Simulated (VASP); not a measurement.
AlFe, 2 atoms in the cell. The structure is cubic, space group Pm-3m (No. 221). The conventional cell has a = 2.816 Å, b = 2.816 Å, c = 2.816 Å, α = 90.00°, β = 90.00°, γ = 90.00°. Within 3.2 Å of Al (site symmetry m-3m) lie 8 Fe at 2.44 Å and 6 Al at 2.82 Å. Within 3.2 Å of Fe (site symmetry m-3m) lie 8 Al at 2.44 Å and 6 Fe at 2.82 Å.  This cell differs from its parent crystal: volume scaled by 0.94.

```yaml
Program: VASP 6.6.1
Task: single point
Functional: PBE
Potentials_or_basis: VASP PAW PBE potentials, release 64 (Al, Fe)
Cutoff: 520 eV
k_mesh: 14 × 14 × 14
Occupations: gaussian, width 0.1 eV
Spin: collinear spin, ferromagnetic start
Starting_moments: "[0.0, 0.77] μB"
Dipole_correction: no
Further_INCAR_settings: ALGO = Normal; EDIFF = 1e-06; NBANDS = 16
```

Potentials or basis: VASP PAW PBE potentials, release 64 (Al, Fe).

Command:

```console
$ cat potpaw_PBE.64/Al/POTCAR potpaw_PBE.64/Fe/POTCAR > POTCAR
$ mpirun -np 1 vasp_std > vasp.out
```

Hardware: 1 thread of Intel(R) Xeon(R) Platinum 8375C CPU @ 2.90GHz (Ice Lake), with other jobs on the host.

Q: Estimate the wall time of this run.

A: It took 80 s on 1 thread of Intel(R) Xeon(R) Platinum 8375C CPU @ 2.90GHz (Ice Lake) (shared host), peak memory 0.2 GiB. Counts: scf iterations 14, k points 120.
